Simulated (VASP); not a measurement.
# Au (I4/mmm) in VASP: a series of runs, part 2 of 2

VASP 6.6.1. The steps go on from the part before.

**4. Single point, PBEsol (strain +0.025 along x and y, -0.050 along z)**

Contents of INCAR:

```
PREC = Accurate ; ENCUT = 520
EDIFF = 1E-6 ; ISMEAR = 0
SIGMA = 0.15 ; LREAL = F
LASPH = T ; NELM = 60
ALGO = Normal ; ISIF = 2
LWAVE = F ; LCHARG = T
GGA = PS ; LELF = T
LVHAR = T ; NBANDS = 12
```

Contents of KPOINTS:

```
Automatic mesh
0
Gamma
  20 20 20
```

Contents of POSCAR:

```
Au
1.0
    0.0000000000      2.0966375000      1.9432250000
    2.0966375000      0.0000000000      1.9432250000
    2.0966375000      2.0966375000      0.0000000000
Au
1
Direct
    0.0000000000      0.0000000000      0.0000000000
```

Potentials or basis: VASP PAW PBE potentials, release 64 (Au).

Launch:

```bash
> cat potpaw_PBE.64/Au/POTCAR > POTCAR
> mpirun -np 1 vasp_std > vasp.out
```

OUTCAR:

```text
PREC = Accurate
   ENCUT = 520
   EDIFF = 1E-6
   ISMEAR = 0
   LREAL = F
   LASPH = T
   NELM = 60
   ISIF = 2
   GGA = PS

 ion  position               nearest neighbor table
   1  0.000  0.000  0.000-

  LATTYP: Found a body centered tetragonal cell.
 ALAT       =     2.9650931879
 C/A-ratio  =     1.3107345212

  Lattice vectors:

 A1 = (   0.0000000000,  -2.0966375000,  -1.9432250000)
 A2 = (   0.0000000000,   2.0966375000,  -1.9432250000)
 A3 = (   2.0966375000,   0.0000000000,   1.9432250000)

[... 538 lines left out ...]
     12      32.5012      0.00000

 [... further k-points ...]

------------------------ aborting loop because EDIFF is reached ----------------------------------------

  FORCE on cell =-STRESS in cart. coord.  units (eV):
  Direction    XX          YY          ZZ          XY          YZ          ZX
  --------------------------------------------------------------------------------------
  -------------------------------------------------------------------------------------
  Total       -0.1436099     -0.1436099      0.0311585      0.0000000      0.0000000      0.0000000
  in kB      -13.4677505    -13.4677505      2.9220507      0.0000000      0.0000000      0.0000000
  external PRESSURE =      -8.0044834 kB  Pullay stress =       0.0000000 kB

 VOLUME and BASIS-vectors are now :
 -----------------------------------------------------------------------------
  energy-cutoff  :      520.00
  volume of cell :       17.08
      direct lattice vectors                 reciprocal lattice vectors
     0.000000000  2.096637500  1.943225000    -0.238477085  0.238477085  0.257304224
     2.096637500  0.000000000  1.943225000     0.238477085 -0.238477085  0.257304224
     2.096637500  2.096637500  0.000000000     0.238477085  0.238477085 -0.257304224

 POSITION                                       TOTAL-FORCE (eV/Angst)
 -----------------------------------------------------------------------------------
      0.00000      0.00000      0.00000        -0.000000      0.000000      0.000000
 -----------------------------------------------------------------------------------
    total drift:                               -0.000000     -0.000000     -0.000000

  FREE ENERGIE OF THE ION-ELECTRON SYSTEM (eV)
  ---------------------------------------------------
  free  energy   TOTEN  =        -3.9203805590 eV

  energy  without entropy=       -3.9163854698  energy(sigma->0) =       -3.91838301
```

OSZICAR:

```text
N       E                     dE             d eps       ncg     rms          rms(c)
DAV:   1     0.484695537776E+02    0.48470E+02   -0.55762E+03 15992   0.815E+02
DAV:   2    -0.356520095183E+01   -0.52035E+02   -0.49061E+02 18044   0.186E+02
DAV:   3    -0.426009680906E+01   -0.69490E+00   -0.69419E+00 18528   0.208E+01
DAV:   4    -0.426235638268E+01   -0.22596E-02   -0.22595E-02 18264   0.137E+00
DAV:   5    -0.426237258592E+01   -0.16203E-04   -0.16204E-04 18824   0.111E-01    0.948E+00
DAV:   6    -0.394557341485E+01    0.31680E+00   -0.86362E-01 16508   0.744E+00    0.589E+00
DAV:   7    -0.392339100461E+01    0.22182E-01   -0.70008E-02 18320   0.210E+00    0.288E+00
DAV:   8    -0.392039295681E+01    0.29980E-02   -0.16197E-03 17308   0.376E-01    0.297E-01
DAV:   9    -0.392037764463E+01    0.15312E-04   -0.92701E-06 18200   0.278E-02    0.101E-02
DAV:  10    -0.392038054731E+01   -0.29027E-05   -0.11528E-06 18144   0.860E-03    0.130E-03
DAV:  11    -0.392038055901E+01   -0.11697E-07   -0.56768E-08  9392   0.197E-03
   1 F= -.39203806E+01 E0= -.39183830E+01  d E =-.399509E-02
```

stdout:

```text
POSCAR found type information on POSCAR Au
 POSCAR found :  1 types and       1 ions
 scaLAPACK will be used
 -----------------------------------------------------------------------------
|                                                                             |
|                                                                             |
|     You enforced a specific xc type in the INCAR file but a different       |
|     I HOPE YOU KNOW WHAT YOU ARE DOING!                                     |
|                                                                             |
 -----------------------------------------------------------------------------

 LDA part: xc-table for (Slater+PW92), standard interpolation
 POSCAR, INCAR and KPOINTS ok, starting setup
 FFT: planning ... GRIDC
 FFT: planning ... GRID_SOFT
 FFT: planning ... GRID
 WAVECAR not read
 entering main loop
```

It took 88 s on 1 thread of Intel Xeon Platinum 8175M at 2.50GHz (Skylake/Cascade Lake), shared host; peak memory 0.25 GiB.

What came out:

- Free energy: -3.9204 eV
- Pressure: -0.8 GPa

Stress tensor (GPa, compression positive):
```
-1.35  0.00  0.00
 0.00 -1.35  0.00
 0.00  0.00  0.29
```

Levels at points of the mesh, in eV from the Fermi level:
```csv
k point,band 2,band 3,band 4,band 5,band 6,band 7,band 8,band 9,band 10,band 11
"(0.00, 0.00, 0.00)",-4.88,-4.88,-4.25,-3.54,-2.85,14.57,18.03,18.03,19.39,23.43
"(0.50, 0.00, 0.00)",-5.04,-4.39,-2.15,-1.80,-1.02,3.05,13.72,16.25,18.16,24.09
"(0.50, 0.50, 0.00)",-6.75,-2.01,-1.63,-1.63,1.87,6.88,9.05,9.05,16.37,18.92
"(0.50, 0.00, 0.50)",-6.72,-2.05,-1.92,-1.44,0.53,5.15,10.32,10.53,17.64,20.15
```

Caveat: the cell differs from its parent crystal (strain +0.025 along x and y, -0.050 along z); the PAW data sets were made with another functional, which shifts forces and pressure a little; spin-orbit coupling is left out, which moves the levels of the heavy elements.

**5. Single point, PBEsol (strain +0.025 along x and y, -0.025 along z)**

Contents of INCAR:

```
  PREC = Accurate
  ENCUT = 520
  EDIFF = 1E-6
  ISMEAR = 0
  SIGMA = 0.15
  LREAL = F
  LASPH = T
  NELM = 100
  ALGO = Normal
  ISIF = 2
  LWAVE = F
  LCHARG = F
  GGA = PS
  NBANDS = 12
```

KPOINTS is that of step 4.

Contents of POSCAR:

```
Au
1.0
    0.0000000000      2.0966375000      1.9943625000
    2.0966375000      0.0000000000      1.9943625000
    2.0966375000      2.0966375000      0.0000000000
Au
1
Direct
    0.0000000000      0.0000000000      0.0000000000
```

Potentials or basis: VASP PAW PBE potentials, release 64 (Au).

Launch:

```bash
> cat potpaw_PBE.64/Au/POTCAR > POTCAR
> mpirun -np 1 vasp_std > vasp.out
```

OUTCAR:

```text
PREC = Accurate
   ENCUT = 520
   EDIFF = 1E-6
   ISMEAR = 0
   LREAL = F
   LASPH = T
   NELM = 100
   ISIF = 2
   GGA = PS

 ion  position               nearest neighbor table
   1  0.000  0.000  0.000-

  LATTYP: Found a body centered tetragonal cell.
 ALAT       =     2.9650931879
 C/A-ratio  =     1.3452275349

  Lattice vectors:

 A1 = (   0.0000000000,  -2.0966375000,  -1.9943625000)
 A2 = (   0.0000000000,   2.0966375000,  -1.9943625000)
 A3 = (   2.0966375000,   0.0000000000,   1.9943625000)

Analysis of symmetry for initial positions (statically):
=====================================================================
 Subroutine PRICEL returns:
 Original cell was already a primitive cell.

 Routine SETGRP: Setting up the symmetry group for a
 body centered tetragonal supercell.

 Subroutine GETGRP returns: Found 16 space group operations
 (whereof 16 operations were pure point group operations)
 out of a pool of 16 trial point group operations.

The static configuration has the point symmetry D_4h.

Analysis of symmetry for dynamics (positions and initial velocities):
[... 171 lines left out ...]
      5       5.5008      2.00000
      6       5.9477      2.00000
      7      23.3821      0.00000
      8      26.9083      0.00000
      9      26.9083      0.00000
     10      27.7253      0.00000
     11      31.9957      0.00000
     12      35.6879      0.00000
[... 331 lines left out ...]
 k-point    24 :      -0.3500    0.0500    0.0000
  band No.  band energies     occupation
      1       1.7315      2.00000
      2       4.2156      2.00000
      3       4.5405      2.00000
      4       5.3370      2.00000
      5       6.3880      2.00000
      6       6.7871      2.00000
      7      15.3437      0.00000
      8      23.3969      0.00000
      9      26.1730      0.00000
     10      26.8081      0.00000
     11      31.6808      0.00000
     12      32.0277      0.00000

 [... further k-points ...]

------------------------ aborting loop because EDIFF is reached ----------------------------------------

  FORCE on cell =-STRESS in cart. coord.  units (eV):
  Direction    XX          YY          ZZ          XY          YZ          ZX
  --------------------------------------------------------------------------------------
  -------------------------------------------------------------------------------------
  Total       -0.5863752     -0.5863752     -0.4518734      0.0000000      0.0000000     -0.0000000
  in kB      -53.5803307    -53.5803307    -41.2901584      0.0000000      0.0000000     -0.0000000
  external PRESSURE =     -49.4836066 kB  Pullay stress =       0.0000000 kB

 VOLUME and BASIS-vectors are now :
 -----------------------------------------------------------------------------
  energy-cutoff  :      520.00
  volume of cell :       17.53
      direct lattice vectors                 reciprocal lattice vectors
     0.000000000  2.096637500  1.994362500    -0.238477085  0.238477085  0.250706679
     2.096637500  0.000000000  1.994362500     0.238477085 -0.238477085  0.250706679
     2.096637500  2.096637500  0.000000000     0.238477085  0.238477085 -0.250706679

 POSITION                                       TOTAL-FORCE (eV/Angst)
 -----------------------------------------------------------------------------------
      0.00000      0.00000      0.00000        -0.000000      0.000000      0.000000
 -----------------------------------------------------------------------------------
    total drift:                               -0.000000      0.000000     -0.000000

  FREE ENERGIE OF THE ION-ELECTRON SYSTEM (eV)
  ---------------------------------------------------
  free  energy   TOTEN  =        -3.9152590279 eV

  energy  without entropy=       -3.9120592926  energy(sigma->0) =       -3.91365916
```

OSZICAR:

```text
N       E                     dE             d eps       ncg     rms          rms(c)
DAV:   1     0.487724950213E+02    0.48772E+02   -0.55883E+03 16040   0.814E+02
DAV:   2    -0.354850972001E+01   -0.52321E+02   -0.49227E+02 18048   0.185E+02
DAV:   3    -0.425235054335E+01   -0.70384E+00   -0.70300E+00 18480   0.208E+01
DAV:   4    -0.425468963942E+01   -0.23391E-02   -0.23390E-02 18368   0.139E+00
DAV:   5    -0.425470694170E+01   -0.17302E-04   -0.17302E-04 18864   0.114E-01    0.877E+00
DAV:   6    -0.393819417780E+01    0.31651E+00   -0.89245E-01 16540   0.750E+00    0.551E+00
DAV:   7    -0.391810043700E+01    0.20094E-01   -0.63177E-02 18280   0.198E+00    0.279E+00
DAV:   8    -0.391527061580E+01    0.28298E-02   -0.12959E-03 17456   0.332E-01    0.285E-01
DAV:   9    -0.391525611700E+01    0.14499E-04   -0.81205E-06 18260   0.254E-02    0.105E-02
DAV:  10    -0.391525902703E+01   -0.29100E-05   -0.12081E-06 18384   0.913E-03    0.149E-03
DAV:  11    -0.391525902785E+01   -0.82514E-09   -0.58171E-08  9636   0.197E-03
   1 F= -.39152590E+01 E0= -.39136592E+01  d E =-.319974E-02
```

stdout:

```text
POSCAR found type information on POSCAR Au
 POSCAR found :  1 types and       1 ions
 scaLAPACK will be used
 -----------------------------------------------------------------------------
|                                                                             |
|                                                                             |
|     You enforced a specific xc type in the INCAR file but a different       |
|     I HOPE YOU KNOW WHAT YOU ARE DOING!                                     |
|                                                                             |
 -----------------------------------------------------------------------------

 LDA part: xc-table for (Slater+PW92), standard interpolation
 POSCAR, INCAR and KPOINTS ok, starting setup
 FFT: planning ... GRIDC
 FFT: planning ... GRID_SOFT
 FFT: planning ... GRID
 WAVECAR not read
 entering main loop
```

Run time: 1.7 min. Hardware: 1 thread of Intel Xeon Platinum 8175M at 2.50GHz (Skylake/Cascade Lake), shared host; peak memory 0.25 GiB.

Results:

```yaml
Free_energy: -3.9153 eV
Pressure: -4.9 GPa
```

Caveat: the cell differs from its parent crystal (strain +0.025 along x and y, -0.025 along z); the PAW data sets were made with another functional, which shifts forces and pressure a little; spin-orbit coupling is left out, which moves the levels of the heavy elements.

**6. Single point, PBEsol (strain +0.050 along x and y, -0.050 along z)**

Contents of INCAR:

```
SYSTEM = Au
PREC = Accurate ; ENCUT = 520
EDIFF = 1E-6 ; ISMEAR = 0
SIGMA = 0.15 ; LREAL = .False.
LASPH = .True. ; NELM = 60
ALGO = Normal ; ISIF = 2
LWAVE = .False. ; LCHARG = .False.
GGA = PS ; NBANDS = 12
```

Contents of KPOINTS:

```
Automatic mesh
0
Gamma
  20 20 20
  0 0 0
```

Contents of POSCAR:

```
Au
1.0
    0.0000000000      2.1477750000      1.9432250000
    2.1477750000      0.0000000000      1.9432250000
    2.1477750000      2.1477750000      0.0000000000
Au
1
Direct
    0.0000000000      0.0000000000      0.0000000000
```

Potentials or basis: VASP PAW PBE potentials, release 64 (Au).

Launch:

```bash
> cat potpaw_PBE.64/Au/POTCAR > POTCAR
> mpirun -np 1 vasp_std > vasp.out
```

Run time: 2 min. Hardware: 1 thread of Intel Xeon Platinum 8175M at 2.50GHz (Skylake/Cascade Lake), shared host; peak memory 0.25 GiB.

It converged, with:

```
Free energy : -3.8948 eV
Pressure    : -7.8 GPa
```

Stress tensor (GPa, compression positive):
```
-8.24  0.00  0.00
 0.00 -8.24  0.00
 0.00  0.00 -7.03
```

Levels at points of the mesh, in eV from the Fermi level:
```
           k point  band 2  band 3  band 4  band 5  band 6  band 7  band 8  band 9  band 10  band 11
(0.00, 0.00, 0.00)   -4.64   -4.64   -3.88   -3.48   -2.66   14.71   17.76   17.76    19.34    23.14
(0.50, 0.00, 0.00)   -4.84   -4.04   -2.14   -1.72   -0.77    2.84   13.64   15.66    18.28    23.20
(0.50, 0.50, 0.00)   -6.31   -1.95   -1.61   -1.61    2.29    6.82    8.69    8.69    15.68    18.04
(0.50, 0.00, 0.50)   -6.28   -2.04   -1.95   -1.40    0.58    4.66   10.37   10.57    17.34    19.66
```

Caveat: the cell differs from its parent crystal (strain +0.050 along x and y, -0.050 along z); the PAW data sets were made with another functional, which shifts forces and pressure a little; spin-orbit coupling is left out, which moves the levels of the heavy elements.

**7. Summary**

```tsv
cell	gap on the mesh (eV)	pressure (GPa)
a = 2.931, b = 2.931, c = 3.037 Å, angles 58.8, 58.8, 62.4°, 1 atom	none	-10.9
a = 2.966, b = 2.966, c = 3.037 Å, angles 59.2, 59.2, 61.6°, 1 atom	none	-13.5
a = 2.859, b = 2.859, c = 2.965 Å, angles 58.8, 58.8, 62.5°, 1 atom	none	-0.8
a = 2.894, b = 2.894, c = 2.965 Å, angles 59.2, 59.2, 61.6°, 1 atom	none	-4.9
a = 2.896, b = 2.896, c = 3.037 Å, angles 58.4, 58.4, 63.2°, 1 atom	none	-7.8
```

Alike in all rows: task single point; level PBEsol; potentials or basis VASP PAW PBE potentials, release 64 (Au); no spin polarisation; k mesh 20 × 20 × 20; cutoff (eV) 520; smearing gaussian 0.15 eV.

Caveats: the PAW data sets were made with another functional, which shifts forces and pressure a little; spin-orbit coupling is left out, which moves the levels of the heavy elements.

Absolute energies hang on the potentials; compare differences alone.
